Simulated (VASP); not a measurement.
# Si (Ibca) in VASP: notebook

Runs on Si. Level: PBE. Tasks: single point.

Program: VASP 6.6.1. These are calculated values, not measurements. Logs are shortened: lines on timing, memory, paths and dates and some standing lists are left out, and cuts for length are marked.

**1. The cell of the first run**

The structure is orthorhombic, space group Ibca (No. 73). The conventional cell has a = 6.425 Å, b = 6.688 Å, c = 6.688 Å, α = 90.00°, β = 90.00°, γ = 90.00°. Within 3.1 Å of Si (site symmetry 1) lie 4 Si at 2.32 to 2.41 Å.

**2. Single point, PBE (17.96 Å³/atom)**

File INCAR:

```
SYSTEM = Si
ALGO     = Normal         ! electronic algorithm
EDIFF    = 1E-6           ! SCF threshold, eV
ENCUT    = 520            ! plane-wave cutoff, eV
GGA      = PE             ! functional
ISIF     = 2              ! what is computed and relaxed
ISMEAR   = 0              ! smearing method
LASPH    = .TRUE.         ! aspherical terms in the spheres
LCHARG   = .FALSE.        ! write CHGCAR
LREAL    = .FALSE.        ! projectors in reciprocal space
LWAVE    = .FALSE.        ! write WAVECAR
NBANDS   = 26             ! bands
NELM     = 60             ! most SCF steps
PREC     = Accurate       ! precision mode
SIGMA    = 0.15           ! smearing width, eV
```

File KPOINTS:

```
k-points
0
G
  10 10 10
  0 0 0
```

File POSCAR:

```
Si
1.0
   -3.3441731918      3.3441731918      3.2124127681
    3.3441731918     -3.3441731918      3.2124127681
    3.3441731918      3.3441731918     -3.2124127681
Si
8
Direct
    0.2028545115      0.2028545115      0.2028545115
    0.5000000000      0.0000000000      0.2971454885
    0.2971454885      0.5000000000      0.0000000000
    0.0000000000      0.2971454885      0.5000000000
    0.7971454885      0.7971454885      0.7971454885
    0.5000000000      0.0000000000      0.7028545115
    0.7028545115      0.5000000000      0.0000000000
    0.0000000000      0.7028545115      0.5000000000
```

Potentials or basis: VASP PAW PBE potentials, release 64 (Si).

Launch:

```
cat potpaw_PBE.64/Si/POTCAR > POTCAR
mpirun -np 1 vasp_std > vasp.out
```

OUTCAR:

```text
SYSTEM = Si
   EDIFF = 1E-6
   ENCUT = 520
   GGA = PE
   ISIF = 2
   ISMEAR = 0
   LASPH = .TRUE.
   LREAL = .FALSE.
   NELM = 60
   PREC = Accurate

 ion  position               nearest neighbor table
   1  0.203  0.203  0.203-   5 2.32   3 2.34   4 2.38   2 2.41
   2  0.500  0.000  0.297-   6 2.32   4 2.34   3 2.38   1 2.41
   3  0.297  0.500  0.000-   7 2.32   1 2.34   2 2.38   4 2.41
   4  0.000  0.297  0.500-   8 2.32   2 2.34   1 2.38   3 2.41
   5  0.797  0.797  0.797-   1 2.32   7 2.34   8 2.38   6 2.41
   6  0.500  0.000  0.703-   2 2.32   8 2.34   7 2.38   5 2.41
   7  0.703  0.500  0.000-   3 2.32   5 2.34   6 2.38   8 2.41
   8  0.000  0.703  0.500-   4 2.32   6 2.34   5 2.38   7 2.41

  LATTYP: Found a body centered tetragonal cell.
 ALAT       =     6.6883463836
 C/A-ratio  =     0.9606000000

  Lattice vectors:

 A1 = (  -3.3441731918,   3.3441731918,   3.2124127681)
 A2 = (   3.3441731918,  -3.3441731918,   3.2124127681)
 A3 = (   3.3441731918,   3.3441731918,  -3.2124127681)

Analysis of symmetry for initial positions (statically):
=====================================================================
 Subroutine PRICEL returns:
 Original cell was already a primitive cell.

 Routine SETGRP: Setting up the symmetry group for a
 body centered tetragonal supercell.

 Subroutine GETGRP returns: Found  8 space group operations
 (whereof  2 operations were pure point group operations)
 out of a pool of 16 trial point group operations.

The static configuration has the point symmetry S_2 .
 The point group associated with its full space group is D_2h.

Analysis of symmetry for dynamics (positions and initial velocities):
=====================================================================
 Subroutine PRICEL returns:
 Original cell was already a primitive cell.

 Routine SETGRP: Setting up the symmetry group for a
 body centered tetragonal supercell.

 Subroutine GETGRP returns: Found  8 space group operations
 (whereof  2 operations were pure point group operations)
 out of a pool of 16 trial point group operations.

The dynamic configuration has the point symmetry S_2 .
 The point group associated with its full space group is D_2h.

 Subroutine INISYM returns: Found  8 space group operations
 (whereof  2 operations are pure point group operations),
 and found     1 'primitive' translations

----------------------------------------------------------------------------------------

                                     Primitive cell

  volume of cell :     143.7040

  direct lattice vectors                    reciprocal lattice vectors
    -3.344173192  3.344173192  3.212412768     0.000000000  0.149513788  0.155646250
     3.344173192 -3.344173192  3.212412768     0.149513788  0.000000000  0.155646250
     3.344173192  3.344173192 -3.212412768     0.149513788  0.149513788  0.000000000

  length of vectors
     5.717218245  5.717218245  5.717218245     0.215824298  0.215824298  0.211444426

  position of ions in fractional coordinates (direct lattice)
     0.202854511  0.202854511  0.202854511
     0.500000000  0.000000000  0.297145488
     0.297145488  0.500000000  0.000000000
     0.000000000  0.297145488  0.500000000
     0.797145488  0.797145488  0.797145488
     0.500000000  0.000000000  0.702854511
     0.702854511  0.500000000  0.000000000
     0.000000000  0.702854511  0.500000000

  ion indices of the primitive-cell ions
   primitive index   ion index
                 1           1
                 2           2
                 3           3
                 4           4
                 5           5
                 6           6
                 7           7
                 8           8

----------------------------------------------------------------------------------------

 KPOINTS: k-points

Automatic generation of k-mesh.
 Grid dimensions read from file:
 generate k-points for:   10   10   10

 Generating k-lattice:

  Cartesian coordinates                     Fractional coordinates (reciprocal lattice)
     0.000000000  0.014951379  0.015564625     0.100000000  0.000000000  0.000000000
     0.014951379  0.000000000  0.015564625     0.000000000  0.100000000  0.000000000
     0.014951379  0.014951379  0.000000000     0.000000000  0.000000000  0.100000000

  Length of vectors
     0.021582430  0.021582430  0.021144443

  Shift w.r.t. Gamma in fractional coordinates (k-lattice)
     0.000000000  0.000000000  0.000000000

 Subroutine IBZKPT returns following result:
 ===========================================

 Found    171 irreducible k-points:

 Following reciprocal coordinates:
            Coordinates               Weight
  0.000000  0.000000  0.000000      1.000000
  0.100000  0.000000  0.000000      4.000000
  0.100000  0.000000 -0.100000      4.000000
  0.200000  0.000000  0.000000      4.000000
  0.200000  0.000000 -0.200000      4.000000
  0.300000 -0.000000  0.000000      4.000000
[... 16 lines left out ...]
 -0.300000  0.100000  0.000000      8.000000
 -0.200000  0.000000  0.300000      8.000000
 [... further k-points ...]
   k-points           NKPTS =    171   k-points in BZ     NKDIM =    171   number of bands    NBANDS=     26
   number of dos      NEDOS =    301   number of ions     NIONS =      8
   total plane-waves  NPLWV = 110592
   dimension x,y,z NGX =    48 NGY =   48 NGZ =   48
   dimension x,y,z NGXF=    96 NGYF=   96 NGZF=   96
   ions per type =               8
   NGX,Y,Z   is equivalent  to a cutoff of  13.96, 13.96, 13.96 a.u.
   NGXF,Y,Z  is equivalent  to a cutoff of  27.91, 27.91, 27.91 a.u.
 SYSTEM =  Si
   PREC   = accura    normal or accurate (medium, high low for compatibility)
   ISTART =      0    job   : 0-new  1-cont  2-samecut
   ICHARG =      2    charge: 1-file 2-atom 10-const
   ISPIN  =      1    spin polarized calculation?
   LNONCOLLINEAR =      F non collinear calculations
   LSORBIT =      F    spin-orbit coupling
   LASPH  =      T    aspherical Exc in radial PAW
   ENCUT  =  520.0 eV  38.22 Ry    6.18 a.u.  10.63 10.63 10.63*2*pi/ulx,y,z
   NELM   =     60;   NELMIN=  2; NELMDL= -5     # of ELM steps
   EDIFF  = 0.1E-05   stopping-criterion for ELM
   LREAL  =      F    real-space projection
   EDIFFG = 0.1E-04   stopping-criterion for IOM
   NSW    =      0    number of steps for IOM
   IBRION =     -1    ionic relax: 0-MD 1-quasi-New 2-CG
   NFREE  =      0    steps in history (QN), initial steepest desc. (CG)
   ISIF   =      2    stress and relaxation
   ISYM   =      2    0-nonsym 1-usesym 2-fastsym
   POTIM  = 0.5000    time-step for ionic-motion
   TEBEG  =    0.0;   TEEND  =   0.0 temperature during run
   PSTRESS=    0.0 pullay stress
   NELECT =      32.0000    total number of electrons
   NUPDOWN=      -1.0000    fix difference up-down
   EMIN   =  10.00;   EMAX   =-10.00  energy-range for DOS
   EFERMI =   0.00;   METHOD = LEGACY
   ISMEAR =     0;   SIGMA  =   0.15  broadening in eV -4-tet -1-fermi 0-gaus
   EFERMI_NEDOS =   21; number of points for ismear=-14 and -15
   IALGO  =     38    algorithm
   IMIX   =      4    mixing-type and parameters
     AMIX     =   0.40;   BMIX     =  1.00
     AMIX_MAG =   1.60;   BMIX_MAG =  1.00
  volume/ion in A,a.u.               =      17.96       121.22
  Fermi-wavevector in a.u.,A,eV,Ry     =   0.992282  1.875141 13.396623  0.984624
  Thomas-Fermi vector in A             =   2.124083
   LORBIT       =      0    0 simple, 1 ext, 2 COOP (PROOUT), +10 PAW based schemes
   GGA     = PE    functional components
   LHFCALC =     F    Hartree Fock is set to
   AEXX    =    0.0000 exact exchange contribution
   IVDW    =     0    specifies the selected vdW correction
   LEPSILON=     F    determine dielectric tensor
   LRPA    =     F    only Hartree local field effects (RPA)
 non-spin polarized calculation
 Gauss-broadening in eV      SIGMA  =   0.15
  energy-cutoff  :      520.00
  volume of cell :      143.70
 maximum number of plane-waves:      3904
 NGX is ok and might be reduce to    48
   NGX = 21   NGY = 21   NGZ = 21

 number of electron      32.0000000 magnetization

 Free energy of the ion-electron system (eV)
  ---------------------------------------------------
  ext. energy  EPLUGINS =         0.00000000
  ---------------------------------------------------
  free energy    TOTEN  =       -42.03296348 eV

  energy without entropy =      -42.02433722  energy(sigma->0) =      -42.02865035

 E-fermi :   7.2839     XC(G=0): -10.0334

 val. band max:        7.2678011070   @ k =  -0.4000   0.4000   0.4000
 cond. band min:       7.2927340329   @ k =   0.5000   0.5000   0.5000
 fundamental gap:      0.0249329259
 Fermi energy:         7.2838916495

 k-point     1 :       0.0000    0.0000    0.0000
  band No.  band energies     occupation
      1      -5.5258      2.00000
      2      -1.0738      2.00000
      3      -0.9535      2.00000
      4      -0.6695      2.00000
      5      -0.5821      2.00000
      6       0.7517      2.00000
[... 18 lines left out ...]
     25      12.8218      0.00000
     26      13.0214      0.00000

 k-point     2 :       0.1000    0.0000    0.0000
  band No.  band energies     occupation
      1      -5.4627      2.00000
      2      -1.2752      2.00000
      3      -1.0901      2.00000
      4      -0.9561      2.00000
      5      -0.4937      2.00000
      6       0.7653      2.00000
[... 18 lines left out ...]
     25      12.7292      0.00000
     26      12.8669      0.00000

 k-point     3 :       0.1000    0.0000   -0.1000
  band No.  band energies     occupation
      1      -5.4626      2.00000
      2      -1.3380      2.00000
      3      -1.0521      2.00000
      4      -0.8611      2.00000
      5      -0.5610      2.00000
      6       0.6603      2.00000
[... 572 lines left out ...]
 k-point    23 :      -0.3000    0.1000    0.0000
  band No.  band energies     occupation
      1      -5.0946      2.00000
      2      -2.1675      2.00000
      3      -1.8880      2.00000
      4      -1.3812      2.00000
      5      -0.2403      2.00000
      6       0.6477      2.00000
[... 18 lines left out ...]
     25      11.7771      0.00000
     26      12.3316      0.00000

 k-point    24 :      -0.2000    0.0000    0.3000
  band No.  band energies     occupation
      1      -5.0942      2.00000
      2      -2.1590      2.00000
      3      -1.9474      2.00000
      4      -1.3064      2.00000
      5      -0.1570      2.00000
      6       0.3358      2.00000
[... 18 lines left out ...]
     25      12.1483      0.00000
     26      12.5006      0.00000

 [... further k-points ...]

------------------------ aborting loop because EDIFF is reached ----------------------------------------

  FORCE on cell =-STRESS in cart. coord.  units (eV):
  Direction    XX          YY          ZZ          XY          YZ          ZX
  --------------------------------------------------------------------------------------
  -------------------------------------------------------------------------------------
  Total        0.5702440      0.6556751      6.0510967      0.0000000      0.0000000      0.0000000
  in kB        6.3577354      7.3102199     67.4645800      0.0000000      0.0000000      0.0000000
  external PRESSURE =      27.0441784 kB  Pullay stress =       0.0000000 kB

 VOLUME and BASIS-vectors are now :
 -----------------------------------------------------------------------------
  energy-cutoff  :      520.00
  volume of cell :      143.70
      direct lattice vectors                 reciprocal lattice vectors
    -3.344173192  3.344173192  3.212412768     0.000000000  0.149513788  0.155646250
     3.344173192 -3.344173192  3.212412768     0.149513788  0.000000000  0.155646250
     3.344173192  3.344173192 -3.212412768     0.149513788  0.149513788  0.000000000

 POSITION                                       TOTAL-FORCE (eV/Angst)
 -----------------------------------------------------------------------------------
      0.67838      0.67838      0.65165         0.010622      0.287857     -0.065756
     -0.67838      2.66579      0.65165        -0.010622     -0.287857     -0.065756
      0.67838     -0.67838      2.56076         0.010622     -0.287857      0.065756
      2.66579      0.67838     -0.65165        -0.010622      0.287857      0.065756
      2.66579      2.66579      2.56076        -0.010622     -0.287857      0.065756
      0.67838      4.02255     -0.65165         0.010622      0.287857      0.065756
     -0.67838      0.67838      3.86407        -0.010622      0.287857     -0.065756
      4.02255     -0.67838      0.65165         0.010622     -0.287857     -0.065756
 -----------------------------------------------------------------------------------
    total drift:                                0.000000      0.000000      0.000000

  FREE ENERGIE OF THE ION-ELECTRON SYSTEM (eV)
  ---------------------------------------------------
  free  energy   TOTEN  =       -42.0329634774 eV

  energy  without entropy=      -42.0243372228  energy(sigma->0) =      -42.02865035
```

Wall time 8.6 min (1 thread of AMD EPYC 9R45 (Zen 5), shared host); peak memory 0.57 GiB.

Results:

```yaml
Free_energy: -42.0330 eV
Pressure: 2.7 GPa
Largest_force: 0.295 eV/Å
Band_gap_on_the_k_mesh: zero (bands 16 and 17 overlap by 0.13 eV)
```

Forces in eV/Å, atoms in the order of the input:
```
Si   0.011  0.288 -0.066
Si  -0.011 -0.288 -0.066
Si   0.011 -0.288  0.066
Si  -0.011  0.288  0.066
Si  -0.011 -0.288  0.066
Si   0.011  0.288  0.066
Si  -0.011  0.288 -0.066
Si   0.011 -0.288 -0.066
```

Stress tensor (GPa, compression positive):
```
0.64 0.00 0.00
0.00 0.73 0.00
0.00 0.00 6.75
```

Caveat: the stress differs along the axes, from 1 to 7 GPa; semilocal functionals underestimate gaps, and a narrow one can read as zero.

[end of part 1 of 2]

The gap in the log of VASP goes by the Fermi energy; the results here count the filled bands.